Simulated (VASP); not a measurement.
# BN (P4_2/mnm) in VASP: notebook

The runs below take BN through single point, with PBE.

Program: VASP 6.6.1. These are calculated values, not measurements. Logs are shortened: lines on timing, memory, paths and dates and some standing lists are left out, and cuts for length are marked.

## (1) The cell of the first run

Symmetry: P4_2/mnm, No. 136, tetragonal system. Conventional cell: a = 4.522 Å, b = 4.522 Å, c = 2.473 Å, α = 90.00°, β = 90.00°, γ = 90.00°. Within 2.0 Å of B (site symmetry m2m) lie 4 N at 1.52 to 1.64 Å. N (site symmetry m2m) has 4 B at 1.52 to 1.64 Å within 2.0 Å.

## (2) Single point, PBE

INCAR

```
  ALGO = Normal
  EDIFF = 1E-7
  ENCUT = 520
  GGA = PE
  ISIF = 2
  ISMEAR = 0
  LASPH = True
  LCHARG = True
  LELF = True
  LREAL = False
  LVHAR = True
  LWAVE = False
  NBANDS = 26
  NELM = 80
  PREC = Accurate
  SIGMA = 0.05
```

KPOINTS

```
k-points
0
Gamma
  6 6 10
```

POSCAR

```
BN
1.0
    4.5222000000      0.0000000000      0.0000000000
    0.0000000000      4.5222000000      0.0000000000
    0.0000000000      0.0000000000      2.4727000000
B N
4 4
Direct
    0.1742811368      0.8257188632      0.5000000000
    0.3257188632      0.3257188632      0.0000000000
    0.6742811368      0.6742811368      0.0000000000
    0.8257188632      0.1742811368      0.5000000000
    0.8126115048      0.8126115048      0.5000000000
    0.3126115048      0.6873884952      0.0000000000
    0.6873884952      0.3126115048      0.0000000000
    0.1873884952      0.1873884952      0.5000000000
```

Potentials or basis: VASP PAW PBE potentials, release 64 (B, N).

Run with:

```bash
> cat potpaw_PBE.64/B/POTCAR potpaw_PBE.64/N/POTCAR > POTCAR
> mpirun -np 1 vasp_std > vasp.out
```

OUTCAR:

```text
EDIFF = 1E-7
   ENCUT = 520
   GGA = PE
   ISIF = 2
   ISMEAR = 0
   LASPH = True
   LREAL = False
   NELM = 80
   PREC = Accurate

 ion  position               nearest neighbor table
   1  0.174  0.826  0.500-   6 1.52   6 1.52   8 1.64   5 1.64
   2  0.326  0.326  0.000-   8 1.52   8 1.52   6 1.64   7 1.64
   3  0.674  0.674  0.000-   5 1.52   5 1.52   7 1.64   6 1.64
   4  0.826  0.174  0.500-   7 1.52   7 1.52   8 1.64   5 1.64
   5  0.813  0.813  0.500-   3 1.52   3 1.52   4 1.64   1 1.64
   6  0.313  0.687  0.000-   1 1.52   1 1.52   3 1.64   2 1.64
   7  0.687  0.313  0.000-   4 1.52   4 1.52   2 1.64   3 1.64
   8  0.187  0.187  0.500-   2 1.52   2 1.52   4 1.64   1 1.64

  LATTYP: Found a simple tetragonal cell.
 ALAT       =     4.5222000000
 C/A-ratio  =     0.5467913847

  Lattice vectors:

 A1 = (   4.5222000000,   0.0000000000,   0.0000000000)
 A2 = (   0.0000000000,   4.5222000000,   0.0000000000)
 A3 = (   0.0000000000,   0.0000000000,   2.4727000000)

Analysis of symmetry for initial positions (statically):
=====================================================================
 Subroutine PRICEL returns:
 Original cell was already a primitive cell.

 Routine SETGRP: Setting up the symmetry group for a
 simple tetragonal supercell.

 Subroutine GETGRP returns: Found 16 space group operations
 (whereof  8 operations were pure point group operations)
 out of a pool of 16 trial point group operations.

The static configuration has the point symmetry D_2h.
 The point group associated with its full space group is D_4h.

Analysis of symmetry for dynamics (positions and initial velocities):
=====================================================================
 Subroutine PRICEL returns:
 Original cell was already a primitive cell.

 Routine SETGRP: Setting up the symmetry group for a
 simple tetragonal supercell.

 Subroutine GETGRP returns: Found 16 space group operations
 (whereof  8 operations were pure point group operations)
 out of a pool of 16 trial point group operations.

The dynamic configuration has the point symmetry D_2h.
 The point group associated with its full space group is D_4h.

 Subroutine INISYM returns: Found 16 space group operations
 (whereof  8 operations are pure point group operations),
 and found     1 'primitive' translations

----------------------------------------------------------------------------------------

                                     Primitive cell

  volume of cell :      50.5674

  direct lattice vectors                    reciprocal lattice vectors
     4.522200000  0.000000000  0.000000000     0.221131308  0.000000000  0.000000000
     0.000000000  4.522200000  0.000000000     0.000000000  0.221131308  0.000000000
     0.000000000  0.000000000  2.472700000     0.000000000  0.000000000  0.404416225

  length of vectors
     4.522200000  4.522200000  2.472700000     0.221131308  0.221131308  0.404416225

  position of ions in fractional coordinates (direct lattice)
     0.174281137  0.825718863  0.500000000
     0.325718863  0.325718863  0.000000000
     0.674281137  0.674281137  0.000000000
     0.825718863  0.174281137  0.500000000
     0.812611505  0.812611505  0.500000000
     0.312611505  0.687388495  0.000000000
     0.687388495  0.312611505  0.000000000
     0.187388495  0.187388495  0.500000000

  ion indices of the primitive-cell ions
   primitive index   ion index
                 1           1
                 2           2
                 3           3
                 4           4
                 5           5
                 6           6
                 7           7
                 8           8

----------------------------------------------------------------------------------------

 KPOINTS: k-points

Automatic generation of k-mesh.
 Grid dimensions read from file:
 generate k-points for:    6    6   10

 Generating k-lattice:

  Cartesian coordinates                     Fractional coordinates (reciprocal lattice)
     0.036855218  0.000000000  0.000000000     0.166666667  0.000000000  0.000000000
     0.000000000  0.036855218  0.000000000     0.000000000  0.166666667  0.000000000
     0.000000000  0.000000000  0.040441623     0.000000000  0.000000000  0.100000000

  Length of vectors
     0.036855218  0.036855218  0.040441623

  Shift w.r.t. Gamma in fractional coordinates (k-lattice)
     0.000000000  0.000000000  0.000000000

 Subroutine IBZKPT returns following result:
 ===========================================

 Found     60 irreducible k-points:

 Following reciprocal coordinates:
            Coordinates               Weight
  0.000000  0.000000  0.000000      1.000000
  0.166667  0.000000  0.000000      4.000000
  0.333333  0.000000  0.000000      4.000000
  0.500000  0.000000  0.000000      2.000000
  0.166667  0.166667  0.000000      4.000000
  0.333333  0.166667  0.000000      8.000000
[... 16 lines left out ...]
  0.333333  0.000000  0.200000      8.000000
  0.500000  0.000000  0.200000      4.000000
 [... further k-points ...]
   k-points           NKPTS =     60   k-points in BZ     NKDIM =     60   number of bands    NBANDS=     26
   number of dos      NEDOS =    301   number of ions     NIONS =      8
   total plane-waves  NPLWV =  23328
   dimension x,y,z NGX =    36 NGY =   36 NGZ =   18
   dimension x,y,z NGXF=    72 NGYF=   72 NGZF=   36
   ions per type =               4   4
   NGX,Y,Z   is equivalent  to a cutoff of  13.23, 13.23, 12.10 a.u.
   NGXF,Y,Z  is equivalent  to a cutoff of  26.47, 26.47, 24.20 a.u.
 SYSTEM =  unknown system
   PREC   = accura    normal or accurate (medium, high low for compatibility)
   ISTART =      0    job   : 0-new  1-cont  2-samecut
   ICHARG =      2    charge: 1-file 2-atom 10-const
   ISPIN  =      1    spin polarized calculation?
   LNONCOLLINEAR =      F non collinear calculations
   LSORBIT =      F    spin-orbit coupling
   LASPH  =      T    aspherical Exc in radial PAW
   ENCUT  =  520.0 eV  38.22 Ry    6.18 a.u.   8.41  8.41  4.60*2*pi/ulx,y,z
   NELM   =     80;   NELMIN=  2; NELMDL= -5     # of ELM steps
   EDIFF  = 0.1E-06   stopping-criterion for ELM
   LREAL  =      F    real-space projection
   EDIFFG = 0.1E-05   stopping-criterion for IOM
   NSW    =      0    number of steps for IOM
   IBRION =     -1    ionic relax: 0-MD 1-quasi-New 2-CG
   NFREE  =      0    steps in history (QN), initial steepest desc. (CG)
   ISIF   =      2    stress and relaxation
   ISYM   =      2    0-nonsym 1-usesym 2-fastsym
   POTIM  = 0.5000    time-step for ionic-motion
   TEBEG  =    0.0;   TEEND  =   0.0 temperature during run
   PSTRESS=    0.0 pullay stress
   NELECT =      32.0000    total number of electrons
   NUPDOWN=      -1.0000    fix difference up-down
   EMIN   =  10.00;   EMAX   =-10.00  energy-range for DOS
   EFERMI =   0.00;   METHOD = LEGACY
   ISMEAR =     0;   SIGMA  =   0.05  broadening in eV -4-tet -1-fermi 0-gaus
   EFERMI_NEDOS =   21; number of points for ismear=-14 and -15
   IALGO  =     38    algorithm
   IMIX   =      4    mixing-type and parameters
     AMIX     =   0.40;   BMIX     =  1.00
     AMIX_MAG =   1.60;   BMIX_MAG =  1.00
  volume/ion in A,a.u.               =       6.32        42.66
  Fermi-wavevector in a.u.,A,eV,Ry     =   1.405512  2.656032 26.877812  1.975463
  Thomas-Fermi vector in A             =   2.527966
   LORBIT       =      0    0 simple, 1 ext, 2 COOP (PROOUT), +10 PAW based schemes
   GGA     = PE    functional components
   LHFCALC =     F    Hartree Fock is set to
   AEXX    =    0.0000 exact exchange contribution
   IVDW    =     0    specifies the selected vdW correction
   LEPSILON=     F    determine dielectric tensor
   LRPA    =     F    only Hartree local field effects (RPA)
 non-spin polarized calculation
 Gauss-broadening in eV      SIGMA  =   0.05
  energy-cutoff  :      520.00
  volume of cell :       50.57
 maximum number of plane-waves:      1392
 NGX is ok and might be reduce to    36
   NGX = 17   NGY = 17   NGZ =  9

 number of electron      31.9999994 magnetization

 Free energy of the ion-electron system (eV)
  ---------------------------------------------------
  ext. energy  EPLUGINS =         0.00000000
  ---------------------------------------------------
  free energy    TOTEN  =       -68.74284848 eV

  energy without entropy =      -68.74284848  energy(sigma->0) =      -68.74284848

 E-fermi :   6.8818     XC(G=0): -12.3726

 val. band max:        6.5865108707   @ k =   0.0000   0.0000   0.0000
 cond. band min:      11.3718557687   @ k =   0.0000   0.0000   0.3000
 fundamental gap:      4.7853448980
 Fermi energy:         6.8818283339

 k-point     1 :       0.0000    0.0000    0.0000
  band No.  band energies     occupation
      1     -13.2117      2.00000
      2      -9.5756      2.00000
      3      -9.5756      2.00000
      4      -9.0242      2.00000
      5      -3.5541      2.00000
      6      -2.3389      2.00000
[... 18 lines left out ...]
     25      17.8615      0.00000
     26      19.8495      0.00000

 k-point     2 :       0.1667    0.0000    0.0000
  band No.  band energies     occupation
      1     -13.0756      2.00000
      2     -10.2410      2.00000
      3      -9.4853      2.00000
      4      -8.6909      2.00000
      5      -3.6185      2.00000
      6      -1.9602      2.00000
[... 18 lines left out ...]
     25      17.9671      0.00000
     26      19.4882      0.00000

 k-point     3 :       0.3333    0.0000    0.0000
  band No.  band energies     occupation
      1     -12.6735      2.00000
      2     -11.1810      2.00000
      3      -9.2342      2.00000
      4      -8.6343      2.00000
      5      -3.5503      2.00000
      6      -2.2828      2.00000
[... 18 lines left out ...]
     25      18.4751      0.00000
     26      18.5122      0.00000

 k-point     4 :       0.5000    0.0000    0.0000
  band No.  band energies     occupation
      1     -12.0265      2.00000
      2     -12.0265      2.00000
      3      -8.8964      2.00000
      4      -8.8964      2.00000
      5      -3.0892      2.00000
      6      -3.0892      2.00000
[... 18 lines left out ...]
     25      18.5840      0.00000
     26      18.5841      0.00000

 k-point     5 :       0.1667    0.1667    0.0000
  band No.  band energies     occupation
      1     -12.9412      2.00000
      2     -10.3765      2.00000
      3      -9.7693      2.00000
      4      -8.5913      2.00000
      5      -3.5395      2.00000
      6      -1.7080      2.00000
[... 18 lines left out ...]
     25      17.8893      0.00000
     26      19.4405      0.00000

 k-point     6 :       0.3333    0.1667    0.0000
  band No.  band energies     occupation
      1     -12.5451      2.00000
      2     -11.1090      2.00000
      3      -9.6240      2.00000
      4      -8.7804      2.00000
      5      -3.2154      2.00000
      6      -1.7775      2.00000
[... 427 lines left out ...]
 k-point    21 :       0.0000    0.0000    0.2000
  band No.  band energies     occupation
      1     -12.5423      2.00000
      2      -9.0427      2.00000
      3      -9.0427      2.00000
      4      -8.6398      2.00000
      5      -3.2214      2.00000
      6      -1.5538      2.00000
[... 18 lines left out ...]
     25      18.9744      0.00000
     26      20.3509      0.00000

 k-point    22 :       0.1667    0.0000    0.2000
  band No.  band energies     occupation
      1     -12.4100      2.00000
      2      -9.6900      2.00000
      3      -8.9619      2.00000
      4      -8.3084      2.00000
      5      -3.1813      2.00000
      6      -1.2257      2.00000
[... 18 lines left out ...]
     25      19.0085      0.00000
     26      19.7460      0.00000

 k-point    23 :       0.3333    0.0000    0.2000
  band No.  band energies     occupation
      1     -12.0197      2.00000
      2     -10.5827      2.00000
      3      -8.7404      2.00000
      4      -8.2385      2.00000
      5      -3.0080      2.00000
      6      -1.7960      2.00000
[... 18 lines left out ...]
     25      19.1298      0.00000
     26      19.7895      0.00000

 k-point    24 :       0.5000    0.0000    0.2000
  band No.  band energies     occupation
      1     -11.3940      2.00000
      2     -11.3940      2.00000
      3      -8.4503      2.00000
      4      -8.4503      2.00000
      5      -2.5514      2.00000
      6      -2.5514      2.00000
[... 18 lines left out ...]
     25      19.0558      0.00000
     26      19.0558      0.00000

 [... further k-points ...]
[... 5 lines left out ...]
  --------------------------------------------------------------------------------------
  -------------------------------------------------------------------------------------
  Total       -5.2698762     -5.2698762      8.6282514      0.0000000      0.0000000      0.0000000
  in kB     -166.9706096   -166.9706096    273.3772762      0.0000000      0.0000000      0.0000000
  external PRESSURE =     -20.1879810 kB  Pullay stress =       0.0000000 kB

 VOLUME and BASIS-vectors are now :
 -----------------------------------------------------------------------------
  energy-cutoff  :      520.00
  volume of cell :       50.57
      direct lattice vectors                 reciprocal lattice vectors
     4.522200000  0.000000000  0.000000000     0.221131308  0.000000000  0.000000000
     0.000000000  4.522200000  0.000000000     0.000000000  0.221131308  0.000000000
     0.000000000  0.000000000  2.472700000     0.000000000  0.000000000  0.404416225

 POSITION                                       TOTAL-FORCE (eV/Angst)
 -----------------------------------------------------------------------------------
      0.78813      3.73407      1.23635        -0.043553      0.043553     -0.000000
      1.47297      1.47297      0.00000         0.043553      0.043553     -0.000000
      3.04923      3.04923      0.00000        -0.043553     -0.043553      0.000000
      3.73407      0.78813      1.23635         0.043553     -0.043553      0.000000
      3.67479      3.67479      1.23635         0.300311      0.300311      0.000000
      1.41369      3.10851      0.00000         0.300311     -0.300311      0.000000
      3.10851      1.41369      0.00000        -0.300311      0.300311      0.000000
      0.84741      0.84741      1.23635        -0.300311     -0.300311      0.000000
 -----------------------------------------------------------------------------------
    total drift:                               -0.000000     -0.000000      0.000000

  FREE ENERGIE OF THE ION-ELECTRON SYSTEM (eV)
  ---------------------------------------------------
  free  energy   TOTEN  =       -68.7428484797 eV

  energy  without entropy=      -68.7428484797  energy(sigma->0) =      -68.74284848
```

Run time: 28 s. Hardware: 1 thread of Intel Xeon 6975P-C (Granite Rapids), shared host; peak memory 0.19 GiB.

Results:

```
Free energy            : -68.7428 eV
Pressure               : -2.0 GPa
Largest force          : 0.425 eV/Å
Band gap on the k mesh : 4.79 eV, indirect (least direct gap 5.99 eV)
```

Forces in eV/Å, atoms in the order of the input:
```
B   -0.044  0.044  0.000
B    0.044  0.044  0.000
B   -0.044 -0.044  0.000
B    0.044 -0.044  0.000
N    0.300  0.300  0.000
N    0.300 -0.300  0.000
N   -0.300  0.300  0.000
N   -0.300 -0.300  0.000
```

Stress tensor (GPa, compression positive):
```
-16.70   0.00   0.00
  0.00 -16.70   0.00
  0.00   0.00  27.34
```

Levels at points of the mesh, in eV from the valence-band top:
```csv
k point,band 13,band 14,band 15,band 16,band 17,band 18,band 19,band 20
"(0.00, 0.00, 0.00)",-0.15,-0.12,-0.12,0.00,7.59,7.59,8.39,8.45
"(0.50, 0.00, 0.00)",-1.25,-1.25,-1.03,-1.03,7.67,7.67,8.56,8.56
"(0.50, 0.50, 0.00)",-2.43,-2.43,-1.92,-1.92,7.23,7.23,9.11,9.11
"(0.00, 0.00, 0.50)",-4.17,-4.17,-3.18,-3.18,6.50,6.50,9.86,9.86
"(0.50, 0.00, 0.50)",-3.30,-3.30,-2.32,-2.32,6.69,6.69,8.65,8.65
"(0.50, 0.50, 0.50)",-2.71,-2.71,-2.47,-2.47,6.15,6.15,6.65,6.65
```

A k mesh can miss the band edges.

## (3) Single point, PBE

This run uses another cell than the first one, of 6.39 Å³/atom, 1.011 times its volume.

INCAR

```
SYSTEM = BN
PREC     = Accurate       ! precision mode
ENCUT    = 520            ! plane-wave cutoff, eV
EDIFF    = 1E-6           ! SCF threshold, eV
ISMEAR   = 0              ! smearing method
SIGMA    = 0.05           ! smearing width, eV
LREAL    = .FALSE.        ! projectors in reciprocal space
LASPH    = .TRUE.         ! aspherical terms in the spheres
NELM     = 60             ! most SCF steps
ALGO     = Normal         ! electronic algorithm
ISIF     = 2              ! what is computed and relaxed
LWAVE    = .FALSE.        ! write WAVECAR
LCHARG   = .TRUE.         ! write CHGCAR
GGA      = PE             ! functional
LELF     = .TRUE.         ! ELF
LVHAR    = .TRUE.       
NBANDS   = 26             ! bands
```

KPOINTS

```
Automatic mesh
0
G
  6 6 10
  0 0 0
```

POSCAR: that of step 2 with these lines changed.

```diff
@@ -2,5 +2,5 @@
 1.0
-    4.5222000000      0.0000000000      0.0000000000
-    0.0000000000      4.5222000000      0.0000000000
-    0.0000000000      0.0000000000      2.4727000000
+    4.2900000000      0.0000000000      0.0000000000
+    0.0000000000      4.2900000000      0.0000000000
+    0.0000000000      0.0000000000      2.7786000000
 B N
```

Potentials or basis: VASP PAW PBE potentials, release 64 (B, N).

Run with:

```bash
> cat potpaw_PBE.64/B/POTCAR potpaw_PBE.64/N/POTCAR > POTCAR
> mpirun -np 1 vasp_std > vasp.out
```

Wall time 27 s (1 thread of Intel Xeon 6975P-C (Granite Rapids), shared host); peak memory 0.19 GiB.

Results (log left out):

- Free energy: -67.8597 eV
- Pressure: -6.9 GPa
- Largest force: 1.076 eV/Å
- Band gap on the k mesh: 4.12 eV, direct

Forces in eV/Å, atoms in the order of the input:
```
B    0.167 -0.167  0.000
B   -0.167 -0.167  0.000
B    0.167  0.167  0.000
B   -0.167  0.167  0.000
N   -0.761 -0.761  0.000
N   -0.761  0.761  0.000
N    0.761 -0.761  0.000
N    0.761  0.761  0.000
```

Stress tensor (GPa, compression positive):
```
 21.29   0.00   0.00
  0.00  21.29   0.00
  0.00   0.00 -63.35
```

Levels at points of the mesh, in eV from the valence-band top:
| k point | band 12 | band 13 | band 14 | band 15 | band 16 | band 17 | band 18 | band 19 | band 20 | band 21 |
| --- | --- | --- | --- | --- | --- | --- | --- | --- | --- | --- |
| (0.00, 0.00, 0.00) | -3.03 | -1.06 | -0.79 | 0.00 | 0.00 | 4.12 | 5.75 | 7.45 | 7.45 | 8.00 |
| (0.50, 0.00, 0.00) | -3.02 | -1.98 | -1.98 | -1.53 | -1.53 | 5.47 | 5.47 | 7.52 | 7.52 | 8.48 |
| (0.50, 0.50, 0.00) | -4.14 | -3.30 | -3.30 | -1.92 | -1.92 | 6.00 | 6.00 | 6.58 | 6.58 | 7.79 |
| (0.00, 0.00, 0.50) | -5.57 | -3.92 | -3.92 | -3.53 | -3.53 | 6.30 | 6.30 | 10.63 | 10.63 | 11.98 |
| (0.50, 0.00, 0.50) | -4.76 | -3.88 | -3.88 | -1.69 | -1.69 | 6.98 | 6.98 | 8.91 | 8.91 | 9.69 |
| (0.50, 0.50, 0.50) | -3.35 | -3.15 | -3.15 | -2.30 | -2.30 | 6.34 | 6.34 | 7.39 | 7.39 | 8.77 |

Caveat: forces of over 1 eV/Å act on the atoms, so gaps and moduli don't describe the material at rest. A k mesh can miss the band edges.
